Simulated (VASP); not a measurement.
TiCo: single point with revPBE

TiCo:

```xyz
2
Lattice="3.0034 0.0000 0.0000 0.0000 3.0034 0.0000 0.0000 0.0000 3.0034" Properties=species:S:1:pos:R:3 pbc="T T T"
Co    1.5017    1.5017    1.5017
Ti    0.0000    0.0000    0.0000
```

```json
{
 "Program": "VASP 6.6.1",
 "Task": "single point",
 "Functional": "revPBE",
 "Potentials or basis": "VASP PAW PBE potentials, release 64 (Co, Ti_sv)",
 "Cutoff": "520 eV",
 "k mesh": "9 × 9 × 9",
 "Occupations": "fermi-dirac, width 0.05 eV",
 "Spin": "collinear spin, ferromagnetic start",
 "Starting moments": "[2.0, 1.0] μB"
}
```

```
Pressure                                              : -0.4 GPa
Net moment                                            : 0.84 μB per cell
Site moments                                          : Co +0.96; Ti -0.05 μB
Valence electrons inside the program's atomic spheres : Co 8.26; Ti 10.26
```

Levels at points of the mesh, in eV from the Fermi level:
Spin up:
| k point | band 9 | band 10 | band 11 | band 12 | band 13 | band 14 |
| --- | --- | --- | --- | --- | --- | --- |
| (0.00, 0.00, 0.00) | -1.88 | -1.88 | 0.45 | 0.45 | 2.60 | 2.60 |
Spin down:
```
           k point  band 6  band 7  band 8  band 9  band 10  band 11  band 12  band 13  band 14  band 15
(0.00, 0.00, 0.00)   -3.42   -3.42   -1.31   -1.31    -1.31     1.01     1.01     2.68     2.68     2.68
```

Wall time 19 s on 1 thread of Intel(R) Xeon(R) 6975P-C (Granite Rapids), with other jobs on the host, peak memory 0.17 GiB.

Caveat: the PAW data sets were made with another functional, which shifts forces and pressure a little.
